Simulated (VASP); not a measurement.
Wanted: the native input for a VASP 6.6.1 run.

```yaml
Task: relaxation of cell and atoms
Functional: LDA
Potentials_or_basis: VASP PAW LDA potentials, release 64 (Sc_sv)
Cutoff: 600 eV
k_mesh: 16 × 16 × 16
Occupations: fermi-dirac, width 0.05 eV
Spin: no spin polarisation
Target_pressure: 32 GPa
Dipole_correction: no
Further_INCAR_settings: ALGO = Normal; EDIFF = 1e-06; IBRION = 2; EDIFFG = -0.005; NSW = 32; ISIF = 3
```

The structure of Sc lies in POSCAR:

```
Sc
1.0
    0.0000000000      2.0034983227      2.0034983227
    2.0034983227      0.0000000000      2.0034983227
    2.0034983227      2.0034983227      0.0000000000
Sc
1
Direct
    0.0000000000      0.0000000000      0.0000000000
```

These files were run (other wordings do the same):

INCAR

```
SYSTEM = Sc
PREC = Accurate
ENCUT = 600
EDIFF = 1E-6
ISMEAR = -1
SIGMA = 0.05
LREAL = .FALSE.
LASPH = .TRUE.
NELM = 80
ALGO = Normal
ISIF = 3
LWAVE = .FALSE.
LCHARG = .FALSE.
GGA = CA
IBRION = 2
NSW = 32
EDIFFG = -0.005
PSTRESS = 320.0
```

KPOINTS

```
regular mesh
0
G
  16 16 16
  0 0 0
```

Potentials or basis: VASP PAW LDA potentials, release 64 (Sc_sv).

The run is started by

```sh
$ cat potpaw_LDA.64/Sc_sv/POTCAR > POTCAR
$ mpirun -np 1 vasp_std > vasp.out
```

Results of the run:

* Relaxed volume: 16.13 Å³/atom
* Relaxed cell: a = 2.836 Å, b = 2.836 Å, c = 2.836 Å, α = 60.00°, β = 60.00°, γ = 60.00°
* Space group after relaxing (to 0.05 Å): Fm-3m (No. 225)
* Energy change on relaxing (the enthalpy is what falls): -10.2 meV/atom
* Ionic steps: 3
* Pressure after relaxing: 32.0 GPa

Caveat: the cell is relaxed towards a set pressure, so the enthalpy falls and the energy may rise.

Run time: 32 s on 1 thread of Intel(R) Xeon(R) Platinum 8259CL CPU @ 2.50GHz (Skylake/Cascade Lake), on a shared host, peak memory 0.15 GiB.
